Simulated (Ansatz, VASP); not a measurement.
**Two plane-wave programs on C**

```xyz
2
Lattice="0.0000 1.7659 1.7659 1.7659 0.0000 1.7659 1.7659 1.7659 0.0000" Properties=species:S:1:pos:R:3 pbc="T T T"
C     0.0000    0.0000    0.0000
C     0.8829    0.8829    0.8829
```

Alike in both runs: task single point; functional LDA; k mesh 12 × 12 × 12; occupations gaussian, width 0.02 eV; no spin polarisation.

|  | VASP | Ansatz |
| --- | --- | --- |
| version | VASP 6.6.1 | Ansatz 0.2.0 |
| potentials or method | VASP PAW LDA potentials, release 64 (C), cutoff 600 eV | scalar-relativistic, plane waves, PAW |
| valence electrons in the cell | 8 | 8 |

Ansatz gave:

| Item | Value |
| --- | --- |
| gap on the k mesh at the Fermi level (eV) | 4.20 |
| least direct gap on the mesh (eV) | 5.62 |
| pressure (GPa) | 0.0 |

Q: Estimate VASP's values.

A: gap on the k mesh at the Fermi level (eV): 4.20; least direct gap on the mesh (eV): 5.63; pressure (GPa): 0.8.

LDA's correlation is that of Perdew and Zunger in VASP and of Perdew and Wang (1992) in Ansatz.
